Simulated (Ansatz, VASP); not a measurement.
Given: the input of a run of Ansatz 0.2.0 on Pd.

The input input.yaml:

```yaml
crystal:
  lattice:
    - [-1.5617284606, 1.5617284606, 1.5617284606]
    - [1.5617284606, -1.5617284606, 1.5617284606]
    - [1.5617284606, 1.5617284606, -1.5617284606]
  atoms:
    - { symbol: Pd, position: [0.0, 0.0, 0.0] }
hamiltonian:
  xc: r2scan
  pseudopotentials: { kind: paw }
kpoints:
  mp_grid: { grid: [12, 12, 12] }
scf:
  occupations: { method: fermi_dirac, width: 0.05 }
output:
  forces: true
  stress: true
  eigenvalues: true
```

Potentials or basis: Ansatz PAW.

Run with:

```sh
$ ansatz run input.yaml --threads 2 --pin off --max-ram 5632MiB --backend cpu --events-out ev --progress --plain --runs-dir out
```

Question: Translate it to VASP 6.6.1. Potentials there: VASP PAW PBE potentials, release 64 (Pd).

Answer: As run (the cutoff follows the program's own potentials):

File POSCAR:

```
Pd
1.0
   -1.5617284606      1.5617284606      1.5617284606
    1.5617284606     -1.5617284606      1.5617284606
    1.5617284606      1.5617284606     -1.5617284606
Pd
1
Direct
    0.0000000000      0.0000000000      0.0000000000
```

File INCAR.step1:

```
PREC = Accurate ; ENCUT = 520
ISMEAR = -1 ; SIGMA = 0.05
LREAL = False ; LASPH = True
NELM = 60 ; NBANDS = 11
GGA = PE ; ALGO = Normal
EDIFF = 1E-4 ; LWAVE = True
LCHARG = False
```

Contents of INCAR.step2:

```
PREC = Accurate ; ENCUT = 520
EDIFF = 1E-6 ; ISMEAR = -1
SIGMA = 0.05 ; LREAL = False
LASPH = True ; NELM = 60
ALGO = Normal ; ISIF = 2
LWAVE = False ; LCHARG = False
METAGGA = R2SCAN ; LMIXTAU = True
NBANDS = 11 ; ISTART = 1
```

KPOINTS

```
Automatic mesh
0
Gamma
  12 12 12
```

Potentials or basis: VASP PAW PBE potentials, release 64 (Pd).

The run is started by

```sh
$ cat potpaw_PBE.64/Pd/POTCAR > POTCAR
$ cp INCAR.step1 INCAR
$ mpirun -np 1 vasp_std > vasp.out
$ cp INCAR.step2 INCAR
$ mpirun -np 1 vasp_std > vasp.out
```

Both were run:

|  | VASP | Ansatz | Ansatz less VASP |
| --- | --- | --- | --- |
| gap on the k mesh at the Fermi level (eV) | none | none | - |
| pressure (GPa) | -1.8 | -2.4 | -0.55 |

VASP's potentials were made for PBE, not for r2SCAN. A gap of «none» marks a metal or a gap that the smearing closes. VASP's potentials hold 10 valence electrons a cell and Ansatz's 18, so a difference there can come from the potentials and not from the codes.
